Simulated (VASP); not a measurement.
Input of a VASP 6.6.1 run:

INCAR

```
PREC = Accurate
ENCUT = 520
EDIFF = 1E-6
ISMEAR = 0
SIGMA = 0.15
LREAL = False
LASPH = True
NELM = 80
ALGO = Fast
ISIF = 2
LWAVE = False
LCHARG = False
GGA = PE
NBANDS = 10
```

KPOINTS

```
Automatic mesh
0
Gamma
  14 14 14
```

Contents of POSCAR:

```
K
1.0
   -2.6180000000      2.6572700000      2.6180000000
    2.6180000000     -2.6572700000      2.6180000000
    2.6180000000      2.6572700000     -2.6180000000
K
1
Direct
    0.0000000000      0.0000000000      0.0000000000
```

Potentials or basis: VASP PAW PBE potentials, release 64 (K_sv).

The run is started by

```console
$ cat potpaw_PBE.64/K_sv/POTCAR > POTCAR
$ mpirun -np 1 vasp_std > vasp.out
```

Q: What does it give for the pressure?

A: 0.0 GPa.

Caveat: the cell differs from its parent crystal (strain +0.0150 x Voigt [0, 1, 0, 0, 0, 0]).
